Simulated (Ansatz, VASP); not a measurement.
**One calculation of LiF, two programs**

```
CELL_PARAMETERS angstrom
3.08105 -0.03944 0.00000
-1.57468 2.68799 0.00000
0.00000 0.00000 4.78523
ATOMIC_POSITIONS crystal
Li 0.33586 0.66668 0.38245
Li 0.66414 0.33332 0.88245
F 0.33762 0.66690 0.99255
F 0.66238 0.33310 0.49255
```

Change from the starting cell: shear_xy strain -2.6%.

Alike in both runs: task single point; functional PBE; k mesh 12 × 12 × 6; occupations fermi-dirac, width 0.02 eV; no spin polarisation.

|  | VASP | Ansatz |
| --- | --- | --- |
| version | VASP 6.6.1 | Ansatz 0.2.0 |
| potentials or method | VASP PAW PBE potentials, release 64 (Li_sv, F) | plane waves, PAW |
| plane-wave cutoff (eV) | 520 | 420 |
| valence electrons in the cell | 20 | 20 |

|  | VASP | Ansatz | Ansatz less VASP |
| --- | --- | --- | --- |
| gap on the k mesh at the Fermi level (eV) | 7.84 | 7.85 | +0.013 |

The functional is the same, so the differences come from potentials, cutoffs and numerics.

Noted on VASP's run: the cutoff is under 1.25 times that of the potentials, so the pressure is a little rough.
